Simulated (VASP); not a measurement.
Input of a VASP 6.6.1 run:

The input INCAR:

```
PREC = Accurate
ENCUT = 600
EDIFF = 1E-6
ISMEAR = 0
SIGMA = 0.1
LREAL = False
LASPH = True
NELM = 100
ALGO = Normal
ISIF = 3
LWAVE = False
LCHARG = False
GGA = PE
IVDW = 12
IBRION = 2
NSW = 100
EDIFFG = -0.01
```

Contents of KPOINTS:

```
regular mesh
0
Gamma
  15 15 4
```

File POSCAR:

```
LiP2
1.0
    3.1174198742      0.0000000000      0.0000000000
   -1.5587099371      2.6997648053      0.0000000000
    0.0000000000      0.0000000000     11.6774694316
Li P
2 4
Direct
    0.0000000000      0.0000000000      0.7141086394
    0.0000000000      0.0000000000      0.2858913606
    0.6666666667      0.3333333333      0.5581207499
    0.0000000000      0.0000000000      0.9140709280
    0.3333333333      0.6666666667      0.4418792501
    0.0000000000      0.0000000000      0.0859290720
```

Potentials or basis: VASP PAW PBE potentials, release 64 (Li_sv, P).

Command:

```sh
$ cat potpaw_PBE.64/Li_sv/POTCAR potpaw_PBE.64/P/POTCAR > POTCAR
$ mpirun -np 1 vasp_std > vasp.out
```

Q: Estimate the space group after relaxing (to 0.05 Å).

A: P-3m1 (No. 164).

Q: What does it give for the band gap on the k mesh?

A: Zero (band 13 reaches 7.64 eV, above the bottom of band 14 at 4.44 eV).

Q: What does it give for the dispersion energy per atom?

A: -0.347 eV.

Final structure:
```cif
data_structure
_symmetry_space_group_name_H-M 'P 1'
_symmetry_Int_Tables_number 1
_cell_length_a 3.1034
_cell_length_b 3.1034
_cell_length_c 11.6618
_cell_angle_alpha 90.000
_cell_angle_beta 90.000
_cell_angle_gamma 120.000
_cell_volume 97.27
loop_
_atom_site_label
_atom_site_type_symbol
_atom_site_fract_x
_atom_site_fract_y
_atom_site_fract_z
_atom_site_occupancy
Li1 Li 0.00000 0.00000 0.71409 1
Li2 Li 0.00000 0.00000 0.28591 1
P1 P 0.66667 0.33333 0.55825 1
P2 P 0.00000 0.00000 0.91320 1
P3 P 0.33333 0.66667 0.44175 1
P4 P 0.00000 0.00000 0.08680 1
```
